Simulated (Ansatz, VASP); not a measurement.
**Two plane-wave programs on PbO**

```
Pb O
1.0
     3.90500    0.00000    0.00000
     0.00000    3.90500    0.00000
     0.00000    0.00000   30.74933
Pb O
2 2
Cartesian
  1.9525 0.0000 14.1262
  0.0000 1.9525 16.6232
  0.0000 0.0000 15.3747
  1.9525 1.9525 15.3747
```

Alike in both runs: task single point; functional PBE; dispersion D3(BJ); k mesh 6 × 6 × 1; occupations gaussian, width 0.02 eV; no spin polarisation.

```csv
,VASP,Ansatz
version,VASP 6.6.1,Ansatz 0.2.0
potentials or method,"VASP PAW PBE potentials, release 64 (Pb_d, O), cutoff 520 eV","scalar-relativistic, plane waves, PAW"
valence electrons in the cell,40,40
```

|  | VASP | Ansatz | Ansatz less VASP |
| --- | --- | --- | --- |
| gap on the k mesh at the Fermi level (eV) | 2.88 | 2.89 | +0.011 |
| least direct gap on the mesh (eV) | 2.88 | 2.89 | +0.011 |
| rms of the force components (eV/Å) | 0.002 | 0.016 | +0.0137 |

Ansatz's warnings: xc potential rough in thin density.

Neither program's run includes spin-orbit coupling.
